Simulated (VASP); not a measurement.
Wanted: the native input for a VASP 6.6.1 run.

```
Task                   : relaxation of cell and atoms
Functional             : PBE
Potentials or basis    : VASP PAW PBE potentials, release 64 (Ba_sv, Ti_sv, O)
Cutoff                 : 600 eV
k mesh                 : 5 × 5 × 5
Occupations            : methfessel-paxton, width 0.0286 eV
Spin                   : collinear spin, zero start
Starting moments       : [0.0, 0.0, 0.0, 0.0, 0.0, 0.0, 0.0, 0.0, 0.0, 0.0] μB
Hubbard terms          : Ti d U = 2.66 eV
Dipole correction      : no
Further INCAR settings : ALGO = Normal; EDIFF = 1e-07; IBRION = 2; EDIFFG = -0.03; NSW = 100; ISIF = 3
```

The structure of BaTiO3 lies in POSCAR:

```
BaTiO3
1.0
    3.9963589800      3.9963589800      0.0000000000
    0.0000000000      3.9963589800      4.0197446900
    3.9963589800      0.0000000000      4.0197446900
Ba Ti O
2 2 6
Direct
    0.0000000000      0.0000000000      0.0000000000
    0.5000000000      0.5000000000      0.5000000000
    0.2489500000      0.2510500000      0.2510500000
    0.7489500000      0.7510500000      0.7510500000
    0.0076500000      0.4923500000      0.4923500000
    0.5076500000      0.9923500000      0.9923500000
    0.4935000000      0.5065000000      0.0065000000
    0.9935000000      0.0065000000      0.5065000000
    0.4935000000      0.0065000000      0.5065000000
    0.9935000000      0.5065000000      0.0065000000
```

These files were run (other wordings do the same):

INCAR

```
SYSTEM = BaTiO3
ALGO = Normal
EDIFF = 1E-7
EDIFFG = -0.03
ENCUT = 600
GGA = PE
GGA_COMPAT = .False.
IBRION = 2
ISIF = 3
ISMEAR = 1
ISPIN = 2
KPAR = 4
LASPH = .True.
LCHARG = .False.
LDAU = .True.
LDAUJ = 0 0 0
LDAUL = -1 2 -1
LDAUPRINT = 1
LDAUTYPE = 2
LDAUU = 0 2.66 0
LMAXMIX = 4
LORBIT = 11
LREAL = .False.
LWAVE = .False.
MAGMOM = 0 0 0 0 0 0 0 0 0 0
NELM = 200
NELMIN = 4
NSW = 100
PREC = Accurate
SIGMA = 0.0286
```

KPOINTS

```
k-points
0
Gamma
  5 5 5
  0 0 0
```

Potentials or basis: VASP PAW PBE potentials, release 64 (Ba_sv, Ti_sv, O).

Run with:

```sh
$ cat potpaw_PBE.64/Ba_sv/POTCAR potpaw_PBE.64/Ti_sv/POTCAR potpaw_PBE.64/O/POTCAR > POTCAR
$ mpirun -np 4 vasp_std > vasp.out
```

Results of the run:

- Relaxed volume: 13.27 Å³/atom
- Relaxed cell: a = 5.726 Å, b = 5.726 Å, c = 5.726 Å, α = 60.01°, β = 60.00°, γ = 60.00°
- Space group after relaxing (to 0.1 Å): Pm-3m (No. 221)
- Energy gained by relaxing: 19.1 meV/atom
- Ionic steps: 9
- Pressure after relaxing: -0.1 GPa
- Largest force after relaxing: 0.028 eV/Å
- Band gap on the k mesh: 1.97 eV
- Net moment: 0.00 μB per cell
- Valence electrons inside the program's atomic spheres: Ba 7.96; Ti 10.03; O 5.02

Caveat: spin-orbit coupling is left out, which moves the levels of the heavy elements.

It took 30 min on 4 MPI ranks on Oxide Virtual Turin-like Processor (shared host), peak memory 0.55 GiB a rank.
